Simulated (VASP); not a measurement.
# Al9H in VASP: a series of runs

The runs below take Al9H through single point, with PBE.

Program: VASP 6.6.1. These are calculated values, not measurements. Logs are shortened: lines on timing, memory, paths and dates and some standing lists are left out, and cuts for length are marked.

## 1. The cell of the first run

The cell holds a slab with vacuum, 20 atoms: a = 5.709 Å, b = 9.808 Å, c = 22.790 Å, α = 90.00°, β = 90.00°, γ = 98.37°.

## 2. Single point, PBE

The input, INCAR:

```
SYSTEM = Al9H
PREC     = Accurate       ! precision mode
ENCUT    = 520            ! plane-wave cutoff, eV
EDIFF    = 1E-7           ! SCF threshold, eV
ISMEAR   = 0              ! smearing method
SIGMA    = 0.1            ! smearing width, eV
LREAL    = Auto         
LASPH    = .True.         ! aspherical terms in the spheres
NELM     = 80             ! most SCF steps
ALGO     = Normal         ! electronic algorithm
ISIF     = 2              ! what is computed and relaxed
LWAVE    = .False.        ! write WAVECAR
LCHARG   = .False.        ! write CHGCAR
LDIPOL   = .True.       
IDIPOL   = 3            
DIPOL    = 0.5 0.5 0.300
GGA      = PE             ! functional
NBANDS   = 44             ! bands
```

The input, KPOINTS:

```
Automatic mesh
0
Gamma
  5 3 1
  0 0 0
```

The input, POSCAR:

```
Al9H
1.0
    5.7086446660      0.0000000000      0.0000000000
   -1.4271611665      9.7033329366      0.0000000000
    0.0000000000      0.0000000000     22.7902708839
Al H
18 2
Direct
    0.2662242802      0.0648971207      0.1755134908
    0.7662242802      0.0648971207      0.1755134908
    0.3354843969      0.3419375876      0.2192156219
    0.8354843969      0.3419375876      0.2192156219
    0.1493364202      0.5973456810      0.2279560482
    0.6493364202      0.5973456810      0.2279560482
    0.4631884436      0.8527537744      0.2366964744
    0.9631884436      0.8527537744      0.2366964744
    0.0319869115      0.1277383811      0.2808269846
    0.5319869115      0.1277383811      0.2808269846
    0.0997952748      0.4042696946      0.3301089530
    0.5997952748      0.4042696946      0.3301089530
    0.4144272444      0.6597110304      0.3369829646
    0.9144272444      0.6597110304      0.3369829646
    0.2263180843      0.9111292163      0.3449343063
    0.7263180843      0.9111292163      0.3449343063
    0.2962616061      0.1814597108      0.3857027821
    0.7962616061      0.1814597108      0.3857027821
    0.6062804321      0.3484674428      0.4616123669
    0.6062804321      0.5008983157      0.4616123669
```

Potentials or basis: VASP PAW PBE potentials, release 64 (Al, H).

The run is started by

```console
> cat potpaw_PBE.64/Al/POTCAR potpaw_PBE.64/H/POTCAR > POTCAR
> mpirun -np 1 vasp_std > vasp.out
```

OUTCAR:

```text
SYSTEM = Al9H
   PREC = Accurate
   ENCUT = 520
   EDIFF = 1E-7
   ISMEAR = 0
   LREAL = Auto
   LASPH = .True.
   NELM = 80
   ISIF = 2
   GGA = PE

 ion  position               nearest neighbor table
   1  0.266  0.065  0.176-   2 2.85   2 2.85   9 2.86  10 2.86   3 2.87   7 2.87   8 2.87
   2  0.766  0.065  0.176-   1 2.85   1 2.85  10 2.86   9 2.86   4 2.87   8 2.87   7 2.87
   3  0.335  0.342  0.219-   4 2.85   4 2.85   1 2.87   6 2.87   5 2.87   9 2.89  10 2.89  12 2.96
                            11 2.97
   4  0.835  0.342  0.219-   3 2.85   3 2.85   2 2.87   5 2.87   6 2.87  10 2.89   9 2.89  11 2.96
                            12 2.97
   5  0.149  0.597  0.228-   6 2.85   6 2.85   8 2.87   4 2.87   7 2.87   3 2.87  13 2.93  14 2.93
                            11 2.99
   6  0.649  0.597  0.228-   5 2.85   5 2.85   7 2.87   3 2.87   8 2.87   4 2.87  14 2.93  13 2.93
                            12 2.99
   7  0.463  0.853  0.237-  10 2.85   8 2.85   8 2.85   6 2.87   5 2.87   1 2.87   2 2.87  16 2.90
                            15 2.91  13 2.96
   8  0.963  0.853  0.237-   9 2.85   7 2.85   7 2.85   5 2.87   6 2.87   2 2.87   1 2.87  15 2.90
                            16 2.91  14 2.96
   9  0.032  0.128  0.281-  18 2.83  17 2.83   8 2.85  10 2.85  10 2.85   1 2.86   2 2.86   3 2.89
                             4 2.89  11 2.91  15 2.93  16 2.93
  10  0.532  0.128  0.281-  17 2.83  18 2.83   7 2.85   9 2.85   9 2.85   2 2.86   1 2.86   4 2.89
                             3 2.89  12 2.91  16 2.93  15 2.93
  11  0.100  0.404  0.330-  12 2.85  12 2.85  14 2.86  13 2.87  18 2.88  17 2.89   9 2.91   4 2.96
                             3 2.97   5 2.99
  12  0.600  0.404  0.330-  11 2.85  11 2.85  13 2.86  14 2.87  17 2.88  18 2.89  10 2.91   3 2.96
                             4 2.97   6 2.99
  13  0.414  0.660  0.337-  16 2.83  15 2.83  14 2.85  14 2.85  12 2.86  11 2.87   5 2.93   6 2.93
                             7 2.96
  14  0.914  0.660  0.337-  15 2.83  16 2.83  13 2.85  13 2.85  11 2.86  12 2.87   6 2.93   5 2.93
                             8 2.96
  15  0.226  0.911  0.345-  17 2.78  14 2.83  13 2.83  16 2.85  16 2.85   8 2.90   7 2.91   9 2.93
                            10 2.93
  16  0.726  0.911  0.345-  18 2.78  13 2.83  14 2.83  15 2.85  15 2.85   7 2.90   8 2.91  10 2.93
                             9 2.93
  17  0.296  0.181  0.386-  15 2.78  10 2.83   9 2.83  18 2.85  18 2.85  12 2.88  11 2.89
  18  0.796  0.181  0.386-  16 2.78   9 2.83  10 2.83  17 2.85  17 2.85  11 2.88  12 2.89
  19  0.606  0.348  0.462-
  20  0.606  0.501  0.462-

  LATTYP: Found a simple monoclinic cell.
 ALAT       =     5.7086446660
 B/A-ratio  =     3.9922384764
 C/A-ratio  =     1.7180478088
 COS(beta)  =    -0.1455139949

  Lattice vectors:

 A1 = (   5.7086446660,   0.0000000000,   0.0000000000)
 A2 = (   0.0000000000,   0.0000000000, -22.7902708839)
 A3 = (  -1.4271611665,   9.7033329366,   0.0000000000)

Analysis of symmetry for initial positions (statically):
=====================================================================
 Subroutine PRICEL returns:
 Original cell was already a primitive cell.

 Routine SETGRP: Setting up the symmetry group for a
 simple monoclinic supercell.

 Subroutine GETGRP returns: Found  1 space group operations
 (whereof  1 operations were pure point group operations)
 out of a pool of  4 trial point group operations.

The static configuration has the point symmetry C_1 .

Analysis of symmetry for dynamics (positions and initial velocities):
=====================================================================
 Subroutine PRICEL returns:
 Original cell was already a primitive cell.

 Routine SETGRP: Setting up the symmetry group for a
 simple monoclinic supercell.

 Subroutine GETGRP returns: Found  1 space group operations
 (whereof  1 operations were pure point group operations)
 out of a pool of  4 trial point group operations.

The dynamic configuration has the point symmetry C_1 .

 Subroutine INISYM returns: Found  1 space group operations
 (whereof  1 operations are pure point group operations),
 and found     1 'primitive' translations

----------------------------------------------------------------------------------------

                                     Primitive cell

  volume of cell :    1262.4187

  direct lattice vectors                    reciprocal lattice vectors
     5.708644666  0.000000000  0.000000000     0.175172928  0.025764343  0.000000000
    -1.427161166  9.703332937  0.000000000     0.000000000  0.103057373  0.000000000
     0.000000000  0.000000000 22.790270884     0.000000000  0.000000000  0.043878373

  length of vectors
     5.708644666  9.807724460 22.790270884     0.177057494  0.103057373  0.043878373

  position of ions in fractional coordinates (direct lattice)
     0.266224280  0.064897121  0.175513491
     0.766224280  0.064897121  0.175513491
     0.335484397  0.341937588  0.219215622
     0.835484397  0.341937588  0.219215622
     0.149336420  0.597345681  0.227956048
     0.649336420  0.597345681  0.227956048
[... 12 lines left out ...]
     0.606280432  0.348467443  0.461612367
     0.606280432  0.500898316  0.461612367

  ion indices of the primitive-cell ions
   primitive index   ion index
                 1           1
                 2           2
                 3           3
                 4           4
                 5           5
                 6           6
[... 12 lines left out ...]
                19          19
                20          20

----------------------------------------------------------------------------------------

 KPOINTS: Automatic mesh

Automatic generation of k-mesh.
 Grid dimensions read from file:
 generate k-points for:    5    3    1

 Generating k-lattice:

  Cartesian coordinates                     Fractional coordinates (reciprocal lattice)
     0.035034586  0.005152869  0.000000000     0.200000000  0.000000000  0.000000000
     0.000000000  0.034352458  0.000000000     0.000000000  0.333333333  0.000000000
     0.000000000  0.000000000  0.043878373     0.000000000  0.000000000  1.000000000

  Length of vectors
     0.035411499  0.034352458  0.043878373

  Shift w.r.t. Gamma in fractional coordinates (k-lattice)
     0.000000000  0.000000000  0.000000000

 Subroutine IBZKPT returns following result:
 ===========================================

 Found      8 irreducible k-points:

 Following reciprocal coordinates:
            Coordinates               Weight
  0.000000  0.000000  0.000000      1.000000
  0.200000  0.000000  0.000000      2.000000
  0.400000  0.000000  0.000000      2.000000
  0.000000  0.333333  0.000000      2.000000
  0.200000  0.333333  0.000000      2.000000
  0.400000  0.333333  0.000000      2.000000
 -0.400000  0.333333  0.000000      2.000000
 -0.200000  0.333333  0.000000      2.000000
   k-points           NKPTS =      8   k-points in BZ     NKDIM =      8   number of bands    NBANDS=     44
   number of dos      NEDOS =    301   number of ions     NIONS =     20
   total plane-waves  NPLWV = 604800
   dimension x,y,z NGX =    42 NGY =   80 NGZ =  180
   dimension x,y,z NGXF=    84 NGYF=  160 NGZF=  360
   ions per type =              18   2
   NGX,Y,Z   is equivalent  to a cutoff of  12.23, 13.56, 13.13 a.u.
   NGXF,Y,Z  is equivalent  to a cutoff of  24.46, 27.12, 26.26 a.u.
 SYSTEM =  Al9H
   PREC   = accura    normal or accurate (medium, high low for compatibility)
   ISTART =      0    job   : 0-new  1-cont  2-samecut
   ICHARG =      2    charge: 1-file 2-atom 10-const
   ISPIN  =      1    spin polarized calculation?
   LNONCOLLINEAR =      F non collinear calculations
   LSORBIT =      F    spin-orbit coupling
   LASPH  =      T    aspherical Exc in radial PAW
   ENCUT  =  520.0 eV  38.22 Ry    6.18 a.u.  10.61 18.24 42.37*2*pi/ulx,y,z
   NELM   =     80;   NELMIN=  2; NELMDL= -5     # of ELM steps
   EDIFF  = 0.1E-06   stopping-criterion for ELM
   LREAL  =      T    real-space projection
   EDIFFG = 0.1E-05   stopping-criterion for IOM
   NSW    =      0    number of steps for IOM
   IBRION =     -1    ionic relax: 0-MD 1-quasi-New 2-CG
   NFREE  =      0    steps in history (QN), initial steepest desc. (CG)
   ISIF   =      2    stress and relaxation
   ISYM   =      2    0-nonsym 1-usesym 2-fastsym
   POTIM  = 0.5000    time-step for ionic-motion
   TEBEG  =    0.0;   TEEND  =   0.0 temperature during run
   PSTRESS=    0.0 pullay stress
   NELECT =      56.0000    total number of electrons
   NUPDOWN=      -1.0000    fix difference up-down
   EMIN   =  10.00;   EMAX   =-10.00  energy-range for DOS
   EFERMI =   0.00;   METHOD = LEGACY
   ISMEAR =     0;   SIGMA  =   0.10  broadening in eV -4-tet -1-fermi 0-gaus
   EFERMI_NEDOS =   21; number of points for ismear=-14 and -15
   IALGO  =     38    algorithm
   IMIX   =      4    mixing-type and parameters
     AMIX     =   0.40;   BMIX     =  1.00
     AMIX_MAG =   1.60;   BMIX_MAG =  1.00
  volume/ion in A,a.u.               =      63.12       425.96
  Fermi-wavevector in a.u.,A,eV,Ry     =   0.579522  1.095137  4.569454  0.335845
  Thomas-Fermi vector in A             =   1.623262
   LORBIT       =      0    0 simple, 1 ext, 2 COOP (PROOUT), +10 PAW based schemes
   GGA     = PE    functional components
   LHFCALC =     F    Hartree Fock is set to
   AEXX    =    0.0000 exact exchange contribution
   IVDW    =     0    specifies the selected vdW correction
   LEPSILON=     F    determine dielectric tensor
   LRPA    =     F    only Hartree local field effects (RPA)
 non-spin polarized calculation
 Gauss-broadening in eV      SIGMA  =   0.10
  energy-cutoff  :      520.00
  volume of cell :     1262.42
 maximum number of plane-waves:     34026
   NGX = 21   NGY = 37   NGZ = 85

 dipolmoment           0.000000      0.000000     -0.003119 electrons x Angstroem

 number of electron      55.9999999 magnetization

 dipolmoment           0.000000      0.000000      0.139489 electrons x Angstroem

 Free energy of the ion-electron system (eV)
  ---------------------------------------------------
  ext. energy  EPLUGINS =         0.00000000
  ---------------------------------------------------
  free energy    TOTEN  =       -65.51667014 eV

  energy without entropy =      -65.46499954  energy(sigma->0) =      -65.49083484

 E-fermi :  -1.3545     XC(G=0):  -3.4122

 val. band max:       -1.3782315384   @ k =   0.0000   0.3333   0.0000
 cond. band min:      -1.3434952113   @ k =  -0.2000   0.3333   0.0000
 fundamental gap:      0.0347363271
 Fermi energy:        -1.3544782326

 k-point     1 :       0.0000    0.0000    0.0000
  band No.  band energies     occupation
      1     -11.4233      2.00000
      2      -9.8858      2.00000
      3      -9.7815      2.00000
      4      -9.1487      2.00000
      5      -7.3513      2.00000
      6      -7.3220      2.00000
[... 32 lines left out ...]
     39       0.7115      0.00000
[... 300 lines left out ...]
     39       0.7412      0.00000
     40       0.8867      0.00000
 [bands above 40 left out]

------------------------ aborting loop because EDIFF is reached ----------------------------------------

 vacuum level on the upper side and lower side of the slab       (xc-potential included)         0.177        -0.265

  FORCE on cell =-STRESS in cart. coord.  units (eV):
  Direction    XX          YY          ZZ          XY          YZ          ZX
  --------------------------------------------------------------------------------------
  -------------------------------------------------------------------------------------
  Total      -12.4100132    -17.4389581     -1.0732546      0.9311206     -0.6982122      0.0753913
  in kB      -15.7499577    -22.1323579     -1.3621029      1.1817160     -0.8861242      0.0956816
  external PRESSURE =     -13.0814729 kB  Pullay stress =       0.0000000 kB

 VOLUME and BASIS-vectors are now :
 -----------------------------------------------------------------------------
  energy-cutoff  :      520.00
  volume of cell :     1262.42
      direct lattice vectors                 reciprocal lattice vectors
     5.708644666  0.000000000  0.000000000     0.175172928  0.025764343  0.000000000
    -1.427161166  9.703332937  0.000000000     0.000000000  0.103057373  0.000000000
     0.000000000  0.000000000 22.790270884     0.000000000  0.000000000  0.043878373

 POSITION                                       TOTAL-FORCE (eV/Angst)
 -----------------------------------------------------------------------------------
      1.42716      0.62972      4.00000        -0.055683      0.127769      0.022690
      4.28148      0.62972      4.00000         0.047717      0.162089      0.017440
      1.42716      3.31793      4.99598         0.032281      0.039451      0.068394
      4.28148      3.31793      4.99598        -0.021166      0.032127      0.031796
     -0.00000      5.79624      5.19518         0.001127     -0.106650      0.046561
      2.85432      5.79624      5.19518        -0.008591     -0.128036      0.040026
[... 12 lines left out ...]
      2.96372      3.38130     10.52027        -0.428339      2.750110     -0.326944
      2.74618      4.86038     10.52027         0.455957     -2.936430     -0.101378
 -----------------------------------------------------------------------------------
    total drift:                               -0.005440     -0.031819     -0.004206

  FREE ENERGIE OF THE ION-ELECTRON SYSTEM (eV)
  ---------------------------------------------------
  free  energy   TOTEN  =       -65.5166701388 eV

  energy  without entropy=      -65.4649995362  energy(sigma->0) =      -65.49083484

 vacuum level on the upper side and lower side of the slab         3.237         2.783
```

Wall time 15 min (1 thread of Intel Xeon 6975P-C (Granite Rapids), shared host); peak memory 1.2 GiB.

What came out:

```yaml
Free_energy: -65.5167 eV
Largest_force: 2.973 eV/Å
Band_gap_on_the_k_mesh: zero (bands 28 and 29 overlap by 0.73 eV)
```

Forces in eV/Å, atoms in the order of the input:
```
Al  -0.056  0.128  0.023
Al   0.048  0.162  0.017
Al   0.032  0.039  0.068
Al  -0.021  0.032  0.032
Al   0.001 -0.107  0.047
Al  -0.009 -0.128  0.040
Al  -0.014 -0.075 -0.114
Al   0.013 -0.067 -0.115
Al   0.001 -0.002 -0.033
Al  -0.010  0.055  0.021
Al   0.018 -0.022  0.012
Al  -0.006  0.018  0.048
Al   0.013 -0.071  0.062
Al  -0.019 -0.061  0.031
Al   0.000  0.021  0.001
Al   0.000  0.034  0.017
Al   0.039  0.094  0.100
Al  -0.059  0.136  0.171
H   -0.428  2.750 -0.327
H    0.456 -2.936 -0.101
```

## 3. Single point, PBE

The input, INCAR:

```
SYSTEM = Al9H
PREC = Accurate ; ENCUT = 520
EDIFF = 1E-6 ; ISMEAR = 0
SIGMA = 0.1 ; LREAL = Auto
LASPH = .TRUE. ; NELM = 80
ALGO = Normal ; ISIF = 2
LWAVE = .FALSE. ; LCHARG = .FALSE.
LDIPOL = .TRUE. ; IDIPOL = 3
DIPOL = 0.5 0.5 0.294 ; GGA = PE
NBANDS = 44
```

The input, KPOINTS:

```
Automatic mesh
0
G
  5 3 1
  0 0 0
```

POSCAR, as its differences from that of step 2:

```diff
@@ -26,3 +26,3 @@
     0.7962616061      0.1814597108      0.3857027821
-    0.6062804321      0.3484674428      0.4616123669
-    0.6062804321      0.5008983157      0.4616123669
+    0.6062804321      0.3107420763      0.4054480498
+    0.6062804321      0.5386236822      0.4054480498
```

Potentials or basis: VASP PAW PBE potentials, release 64 (Al, H).

The run is started by

```console
> cat potpaw_PBE.64/Al/POTCAR potpaw_PBE.64/H/POTCAR > POTCAR
> mpirun -np 1 vasp_std > vasp.out
```

Run time: 17 min. Hardware: 1 thread of Intel Xeon 6975P-C (Granite Rapids), shared host; peak memory 1.2 GiB.

It converged, with:

| Property | Result |
| --- | --- |
| Free energy | -66.6376 eV |
| Largest force | 1.266 eV/Å |
| Band gap on the k mesh | zero (bands 28 and 29 overlap by 0.46 eV) |

Forces on the atoms (eV/Å):
```
Al  -0.097  0.072  0.026
Al   0.108  0.258  0.015
Al  -0.189  0.037 -0.005
Al   0.179  0.027 -0.094
Al  -0.011 -0.079 -0.047
Al   0.024 -0.093  0.310
Al  -0.134 -0.010 -0.087
Al   0.087 -0.047 -0.172
Al  -0.027 -0.049 -0.076
Al  -0.002  0.067  0.172
Al   0.027 -0.068 -0.164
Al   0.006  0.408  0.641
Al   0.155 -0.183  0.448
Al  -0.006 -0.079  0.200
Al  -0.043 -0.055 -0.026
Al   0.039 -0.036  0.077
Al  -0.244  0.006 -0.009
Al   0.237 -0.022 -0.004
H   -0.030 -0.297  0.052
H   -0.079  0.142 -1.256
```

Levels at points of the mesh, in eV from the Fermi level:
| k point | band 24 | band 25 | band 26 | band 27 | band 28 | band 29 | band 30 | band 31 | band 32 | band 33 |
| --- | --- | --- | --- | --- | --- | --- | --- | --- | --- | --- |
| (0.00, 0.00, 0.00) | -1.30 | -1.07 | -1.03 | -0.82 | -0.62 | -0.30 | -0.12 | 0.16 | 0.74 | 1.04 |

(Part 1 of 2 ends here.)
